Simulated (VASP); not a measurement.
## TiSi2: single point with r2SCAN

Crystal: TiSi2.

```
CELL_PARAMETERS angstrom
1.76511 -6.75928 0.00000
1.76511 6.75928 0.00000
0.00000 0.00000 3.56517
ATOMIC_POSITIONS crystal
Ti 0.89688 0.10312 0.75000
Ti 0.10312 0.89688 0.25000
Si 0.55825 0.44175 0.75000
Si 0.44175 0.55825 0.25000
Si 0.24969 0.75031 0.75000
Si 0.75031 0.24969 0.25000
```

| Quantity | Value |
| --- | --- |
| Program | VASP 6.6.1 |
| Task | single point |
| Functional | r2SCAN |
| Potentials or basis | VASP PAW PBE potentials, release 64 (Ti_sv, Si) |
| Cutoff | 520 eV |
| k mesh | 6 × 6 × 6 |
| Occupations | gaussian, width 0.1 eV |
| Spin | no spin polarisation |

```
Pressure               : 0.1 GPa
Largest force          : 0.040 eV/Å
Band gap on the k mesh : zero (bands 20 and 21 overlap by 1.03 eV)
```

Forces on the atoms (eV/Å):
```
Ti   0.000 -0.015  0.000
Ti   0.000  0.015  0.000
Si   0.000 -0.040  0.000
Si   0.000  0.040  0.000
Si   0.000  0.032  0.000
Si   0.000 -0.032  0.000
```

Stress tensor (GPa, compression positive):
```
 0.25  0.00  0.00
 0.00  0.32  0.00
 0.00  0.00 -0.12
```

Levels at points of the mesh, in eV from the Fermi level:
```csv
k point,band 17,band 18,band 19,band 20,band 21,band 22,band 23,band 24
"(0.00, 0.00, 0.00)",-2.30,-2.23,-2.20,0.47,0.85,0.89,0.96,1.38
"(0.50, 0.00, 0.00)",-1.81,-1.59,-0.66,-0.64,-0.57,1.29,1.62,1.87
"(0.50, 0.50, 0.00)",-2.63,-2.17,-1.22,0.38,0.69,0.78,0.95,1.36
"(0.00, 0.00, 0.50)",-1.71,-1.71,-0.07,-0.07,0.87,0.87,1.51,1.51
"(0.50, 0.00, 0.50)",-3.50,-3.50,-2.64,-2.64,1.93,1.93,2.15,2.15
"(0.50, 0.50, 0.50)",-2.22,-2.22,-0.95,-0.95,0.57,0.57,1.89,1.89
```

Run time: 20 min on 1 thread of Intel Xeon 8259CL, on a shared host, peak memory 0.36 GiB.

Caveat: the PAW data sets were made with another functional, which shifts forces and pressure a little.
